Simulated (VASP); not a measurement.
The system is EuO.

```xyz
2
Lattice="0.0000 2.5720 2.5720 2.5720 0.0000 2.5720 2.5720 2.5720 0.0000" Properties=species:S:1:pos:R:3 pbc="T T T"
Eu    0.0000    0.0000    0.0000
O     2.5720    2.5720    2.5720
```

Base run:

- Program: VASP 6.6.1
- Functional: PBE
- Potentials or basis: VASP PAW PBE potentials, release 64 (Eu, O)
- Cutoff: 600 eV
- k mesh: 10 × 10 × 10
- Occupations: gaussian, width 0.05 eV
- Spin: collinear spin, ferromagnetic start
- Starting moments: [7.0, 0.0] μB
- Hubbard terms: Eu f U = 6.0 eV

Its results: band gap on the k mesh zero (filled and empty bands overlap); pressure 1.2 GPa; net moment 7.00 μB per cell; site moments Eu +6.73; O -0.09 μB.

Task: The run is repeated on the same cell with these changes: k mesh from 10 × 10 × 10 to 5 × 5 × 5. What comes out?

Result: Band gap on the k mesh 0.25 eV (least direct gap 0.42 eV); pressure 1.4 GPa; net moment 7.00 μB per cell; site moments Eu +6.73; O -0.09 μB.

Caveats: some runs use coarse meshes; spin-orbit coupling is left out, which moves the levels of the heavy elements; a cell with one magnetic atom can't hold antiferromagnetic order, which such compounds often take; an odd mesh through Γ misses points on the zone boundary, where band edges can lie (at least some runs).
